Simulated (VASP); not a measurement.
TaI, 6 atoms in the cell. It takes space group P6/mmm (No. 191, hexagonal). The conventional cell has a = 5.949 Å, b = 5.949 Å, c = 5.079 Å, α = 90.00°, β = 90.00°, γ = 120.00°. Ta (site symmetry mmm) has 4 Ta at 2.97 Å and 6 I at 2.97 to 3.07 Å within 3.9 Å. Within 3.9 Å of I (site symmetry 6/mmm) lie 6 Ta at 2.97 Å. Within 4.0 Å of I (site symmetry -6m2) lie 6 Ta at 3.07 Å and 3 I at 3.43 Å. 

```yaml
Program: VASP 6.6.1
Task: single point
Functional: PBE
Potentials_or_basis: VASP PAW PBE potentials, release 64 (Ta_pv, I)
Cutoff: 520 eV
k_mesh: 3 × 3 × 4
Occupations: gaussian, width 0.1 eV
Spin: no spin polarisation
Dipole_correction: no
Further_INCAR_settings: ALGO = Normal; EDIFF = 1e-06; NBANDS = 36
```

Potentials or basis: VASP PAW PBE potentials, release 64 (Ta_pv, I).

Command:

```sh
$ cat potpaw_PBE.64/Ta_pv/POTCAR potpaw_PBE.64/I/POTCAR > POTCAR
$ mpirun -np 1 vasp_std > vasp.out
```

Hardware: 1 thread of Intel(R) Xeon(R) 6975P-C (Granite Rapids) (shared host).

**Question.** How long does it take, and how much memory?

**Answer.** Run time: 30 s on 1 thread of Intel(R) Xeon(R) 6975P-C (Granite Rapids), on a shared host, peak memory 0.31 GiB. Counts: scf iterations 15, k points 9.
